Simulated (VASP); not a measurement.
A run of VASP 6.6.1:

INCAR

```
SYSTEM = TaC
  PREC = Accurate
  ENCUT = 600
  EDIFF = 1E-6
  ISMEAR = -1
  SIGMA = 0.05
  LREAL = .FALSE.
  LASPH = .TRUE.
  NELM = 200
  ALGO = Normal
  ISIF = 2
  LWAVE = .FALSE.
  LCHARG = .FALSE.
  MAGMOM = 0 0 0 0 0 0
  LORBIT = 11
  LSORBIT = .TRUE.
  GGA_COMPAT = .FALSE.
  LORBMOM = .TRUE.
  LMAXMIX = 4
  GGA = PE
  NBANDS = 27
```

The input KPOINTS:

```
Automatic mesh
0
G
  16 16 16
  0 0 0
```

File POSCAR:

```
TaC
1.0
    0.0000000000      2.2270000000      2.2270000000
    2.2270000000      0.0000000000      2.2270000000
    2.2270000000      2.2270000000      0.0000000000
Ta C
1 1
Direct
    0.0000000000      0.0000000000      0.0000000000
    0.5000000000      0.5000000000      0.5000000000
```

Potentials or basis: VASP PAW PBE potentials, release 64 (Ta_pv, C).

Run with:

```bash
$ cat potpaw_PBE.64/Ta_pv/POTCAR potpaw_PBE.64/C/POTCAR > POTCAR
$ mpirun -np 1 vasp_ncl > vasp.out
```

Hardware: 1 thread of Intel(R) Xeon(R) 6975P-C (Granite Rapids) (shared host).

Q: How long does it take, and how much memory?

A: Wall time 120 s on 1 thread of Intel(R) Xeon(R) 6975P-C (Granite Rapids), on a shared host, peak memory 0.34 GiB. Counts: scf iterations 13, k points 145.
